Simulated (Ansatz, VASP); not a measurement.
## In: VASP beside Ansatz

```
CELL_PARAMETERS angstrom
-1.64822 1.69734 2.52498
1.69734 -1.64822 2.52498
1.60436 1.60436 -2.49270
ATOMIC_POSITIONS crystal
In 0.00000 0.00000 0.00000
```

Alike in both runs: task single point; functional PBE; k mesh 2 × 2 × 2; occupations fermi-dirac, width 0.1 eV; no spin polarisation.

|  | VASP | Ansatz |
| --- | --- | --- |
| version | VASP 6.6.1 | Ansatz 0.2.0 |
| potentials or method | VASP PAW PBE potentials, release 64 (In_d), cutoff 520 eV | plane waves (420 eV) with PAW, scalar-relativistic |
| valence electrons in the cell | 13 | 13 |

```tsv
	VASP	Ansatz	Ansatz less VASP
pressure (GPa)	-3.8	-3.8	+0.01
traceless stress, the component that is largest in VASP (GPa)	11.79	11.79	+0.009
```

The k mesh is coarse, so the values compare programs but aren't converged.
